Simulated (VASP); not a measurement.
# Pb3W (P6_3/mmc) in VASP: notebook, part 2 of 2

VASP 6.6.1. Earlier steps stand in the parts before.

### Step 3. Single point, PBE

This run uses another cell than the first one, of 25.70 Å³/atom.

INCAR

```
SYSTEM = Pb3W
PREC = Accurate
ENCUT = 520
EDIFF = 1E-6
ISMEAR = 0
SIGMA = 0.1
LREAL = .False.
LASPH = .True.
NELM = 60
ALGO = Fast
ISIF = 2
LWAVE = .False.
LCHARG = .False.
GGA = PE
NBANDS = 66
```

KPOINTS

```
Automatic mesh
0
Gamma
  6 6 8
  0 0 0
```

POSCAR

```
Pb3W
1.0
    6.6692580652      0.0000000000      0.0000000000
   -3.3346290326      5.7757469089      0.0000000000
    0.0000000000      0.0000000000      5.3381158655
Pb W
6 2
Direct
    0.8242178475      0.6484356951      0.2500000000
    0.1757821525      0.8242178475      0.7500000000
    0.3515643049      0.1757821525      0.2500000000
    0.1757821525      0.3515643049      0.7500000000
    0.8242178475      0.1757821525      0.2500000000
    0.6484356951      0.8242178475      0.7500000000
    0.3333333333      0.6666666667      0.2500000000
    0.6666666667      0.3333333333      0.7500000000
```

Potentials or basis: VASP PAW PBE potentials, release 64 (Pb_d, W_sv).

Started as:

```bash
$ cat potpaw_PBE.64/Pb_d/POTCAR potpaw_PBE.64/W_sv/POTCAR > POTCAR
$ mpirun -np 1 vasp_std > vasp.out
```

OUTCAR:

```text
SYSTEM = Pb3W
   PREC = Accurate
   ENCUT = 520
   EDIFF = 1E-6
   ISMEAR = 0
   LREAL = .False.
   LASPH = .True.
   NELM = 60
   ISIF = 2
   GGA = PE

 ion  position               nearest neighbor table
   1  0.824  0.648  0.250-   3 3.15   5 3.15   8 3.23   8 3.23   7 3.34   7 3.34   6 3.35   6 3.35
                             2 3.35   2 3.35   5 3.52   3 3.52
   2  0.176  0.824  0.750-   6 3.15   4 3.15   7 3.23   7 3.23   8 3.34   8 3.34   1 3.35   1 3.35
                             3 3.35   3 3.35   6 3.52   4 3.52
   3  0.352  0.176  0.250-   5 3.15   1 3.15   8 3.23   8 3.23   7 3.34   7 3.34   4 3.35   4 3.35
                             2 3.35   2 3.35   5 3.52   1 3.52
   4  0.176  0.352  0.750-   2 3.15   6 3.15   7 3.23   7 3.23   8 3.34   8 3.34   3 3.35   3 3.35
                             5 3.35   5 3.35   2 3.52   6 3.52
   5  0.824  0.176  0.250-   3 3.15   1 3.15   8 3.23   8 3.23   7 3.34   7 3.34   4 3.35   4 3.35
                             6 3.35   6 3.35   3 3.52   1 3.52
   6  0.648  0.824  0.750-   2 3.15   4 3.15   7 3.23   7 3.23   8 3.34   8 3.34   1 3.35   1 3.35
                             5 3.35   5 3.35   2 3.52   4 3.52
   7  0.333  0.667  0.250-   2 3.23   2 3.23   6 3.23   6 3.23   4 3.23   4 3.23   1 3.34   1 3.34
                             5 3.34   3 3.34   3 3.34   5 3.34
   8  0.667  0.333  0.750-   5 3.23   5 3.23   3 3.23   3 3.23   1 3.23   1 3.23   4 3.34   4 3.34
                             2 3.34   6 3.34   6 3.34   2 3.34

  LATTYP: Found a hexagonal cell.
 ALAT       =     6.6692580652
 C/A-ratio  =     0.8004062541

  Lattice vectors:

 A1 = (   6.6692580652,   0.0000000000,   0.0000000000)
 A2 = (  -3.3346290326,   5.7757469089,   0.0000000000)
 A3 = (   0.0000000000,   0.0000000000,   5.3381158655)

Analysis of symmetry for initial positions (statically):
=====================================================================
 Subroutine PRICEL returns:
 Original cell was already a primitive cell.

 Routine SETGRP: Setting up the symmetry group for a
 hexagonal supercell.

 Subroutine GETGRP returns: Found 24 space group operations
 (whereof 12 operations were pure point group operations)
 out of a pool of 24 trial point group operations.

[... 158 lines left out ...]
   LRPA    =     F    only Hartree local field effects (RPA)
 non-spin polarized calculation
 RMM-DIIS sequential band-by-band and
 Gauss-broadening in eV      SIGMA  =   0.10
  energy-cutoff  :      520.00
  volume of cell :      205.62
 maximum number of plane-waves:      5600
 NGX is ok and might be reduce to    50
   NGX = 25   NGY = 25   NGZ = 19

 number of electron     112.0000012 magnetization

 Free energy of the ion-electron system (eV)
  ---------------------------------------------------
  ext. energy  EPLUGINS =         0.00000000
  ---------------------------------------------------
  free energy    TOTEN  =       -38.73435371 eV

  energy without entropy =      -38.68251045  energy(sigma->0) =      -38.70843208

 E-fermi :   8.2192     XC(G=0): -10.9958

 val. band max:        8.2146469557   @ k =   0.5000   0.0000   0.0000
 cond. band min:       8.2194632537   @ k =   0.5000   0.0000   0.0000
 fundamental gap:      0.0048162979
 Fermi energy:         8.2192378804

 k-point     1 :       0.0000    0.0000    0.0000
  band No.  band energies     occupation
      1     -65.9216      2.00000
      2     -65.9215      2.00000
      3     -30.1147      2.00000
      4     -30.1147      2.00000
      5     -30.1133      2.00000
      6     -30.1133      2.00000
[... 1645 lines left out ...]
     65      11.1991      0.00000
     66      11.9403      0.00000

 [... further k-points ...]

------------------------ aborting loop because EDIFF is reached ----------------------------------------

  FORCE on cell =-STRESS in cart. coord.  units (eV):
  Direction    XX          YY          ZZ          XY          YZ          ZX
  --------------------------------------------------------------------------------------
  -------------------------------------------------------------------------------------
  Total       -0.0524632     -0.0524632     -0.0673277      0.0000000      0.0000000      0.0000000
  in kB       -0.4087816     -0.4087816     -0.5246031      0.0000000      0.0000000      0.0000000
  external PRESSURE =      -0.4473888 kB  Pullay stress =       0.0000000 kB

 VOLUME and BASIS-vectors are now :
 -----------------------------------------------------------------------------
  energy-cutoff  :      520.00
  volume of cell :      205.62
      direct lattice vectors                 reciprocal lattice vectors
     6.669258065  0.000000000  0.000000000     0.149941716  0.086568890  0.000000000
    -3.334629033  5.775746909  0.000000000     0.000000000  0.173137780  0.000000000
     0.000000000  0.000000000  5.338115865     0.000000000  0.000000000  0.187332015

 POSITION                                       TOTAL-FORCE (eV/Angst)
 -----------------------------------------------------------------------------------
      3.33463      3.74520      1.33453         0.000000      0.001731      0.000000
     -1.57612      4.76047      4.00359        -0.001499      0.000865     -0.000000
      1.75850      1.01527      1.33453        -0.001499     -0.000865     -0.000000
      0.00000      2.03055      4.00359        -0.000000     -0.001731     -0.000000
      4.91075      1.01527      1.33453         0.001499     -0.000865      0.000000
      1.57612      4.76047      4.00359         0.001499      0.000865      0.000000
     -0.00000      3.85050      1.33453        -0.000000      0.000000     -0.000000
      3.33463      1.92525      4.00359        -0.000000     -0.000000     -0.000000
 -----------------------------------------------------------------------------------
    total drift:                               -0.000000      0.000000     -0.000000

  FREE ENERGIE OF THE ION-ELECTRON SYSTEM (eV)
  ---------------------------------------------------
  free  energy   TOTEN  =       -38.7343537128 eV

  energy  without entropy=      -38.6825104486  energy(sigma->0) =      -38.70843208
```

OSZICAR:

```text
N       E                     dE             d eps       ncg     rms          rms(c)
DAV:   1     0.157137063849E+04    0.15714E+04   -0.56725E+04  4804   0.213E+03
DAV:   2     0.154243361702E+03   -0.14171E+04   -0.13916E+04  4620   0.623E+02
DAV:   3    -0.267955753794E+02   -0.18104E+03   -0.17309E+03  5200   0.254E+02
[... 13 lines left out ...]
RMM:  17    -0.387343465621E+02   -0.65026E-05   -0.73995E-05  3876   0.121E-02    0.596E-04
RMM:  18    -0.387343501687E+02   -0.36066E-05   -0.41575E-05  3750   0.831E-03    0.439E-04
RMM:  19    -0.387343521182E+02   -0.19495E-05   -0.21388E-05  3680   0.607E-03    0.511E-04
RMM:  20    -0.387343530846E+02   -0.96641E-06   -0.12536E-05  3616   0.464E-03    0.488E-04
RMM:  21    -0.387343537128E+02   -0.62819E-06   -0.67218E-06  3545   0.370E-03
   1 F= -.38734354E+02 E0= -.38708432E+02  d E =-.518433E-01
```

stdout:

```text
POSCAR found type information on POSCAR PbW
 POSCAR found :  2 types and       8 ions
 scaLAPACK will be used
 LDA part: xc-table for (Slater+PW92), standard interpolation
 POSCAR, INCAR and KPOINTS ok, starting setup
 FFT: planning ... GRIDC
 FFT: planning ... GRID_SOFT
 FFT: planning ... GRID
 WAVECAR not read
 entering main loop
```

Wall time 6.7 min (1 thread of Intel Xeon 6975P-C (Granite Rapids), shared host); peak memory 0.54 GiB.

Results:

```
Free energy            : -38.7344 eV
Pressure               : 0.0 GPa
Band gap on the k mesh : zero (bands 56 and 57 overlap by 0.31 eV)
```

Levels at points of the mesh, in eV from the Fermi level:
| k point | band 54 | band 55 | band 56 | band 57 | band 58 | band 59 |
| --- | --- | --- | --- | --- | --- | --- |
| (0.00, 0.00, 0.00) | -0.49 | -0.49 | -0.11 | -0.11 | -0.11 | 0.18 |
| (0.50, 0.00, 0.00) | -0.48 | -0.14 | 0.00 | 0.00 | 0.49 | 0.54 |
| (0.00, 0.00, 0.50) | 0.03 | 0.11 | 0.11 | 0.11 | 0.11 | 0.57 |
| (0.50, 0.00, 0.50) | -0.68 | -0.31 | -0.31 | 0.23 | 0.23 | 0.25 |

Caveat: spin-orbit coupling is left out, which moves the levels of the heavy elements.

The gap in the log of VASP goes by the Fermi energy; the results here count the filled bands.